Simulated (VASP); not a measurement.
**Sb: single point with BLYP**

Crystal: Sb.

```
Sb
1.0
     3.16000    0.00000    0.00000
     0.00000    3.16000    0.00000
     0.00000    0.00000    3.16000
Sb
1
Direct
  0.00000 0.00000 0.00000
```

* Program: VASP 6.6.1
* Task: single point
* Functional: BLYP
* Potentials or basis: VASP PAW PBE potentials, release 64 (Sb)
* Cutoff: 500 eV
* k mesh: 8 × 8 × 8
* Occupations: fermi-dirac, width 0.1 eV
* Spin: non-collinear spin, zero start, spin-orbit coupling
* Starting moments: [[0.0, 0.0, 0.0]] μB

| Property | Result |
| --- | --- |
| Pressure | 2.1 GPa |
| Net moment | 0.00 μB per cell |
| Valence electrons inside the program's atomic spheres | Sb 2.40 |

Moments on the atoms (μB; x, y, z):
```
Sb  0.00 0.00 0.00
```

Wall time 41 s on 1 thread of Intel Xeon 8259CL, on a shared host, peak memory 0.2 GiB.

Caveat: the PAW data sets were made with another functional, which shifts forces and pressure a little.
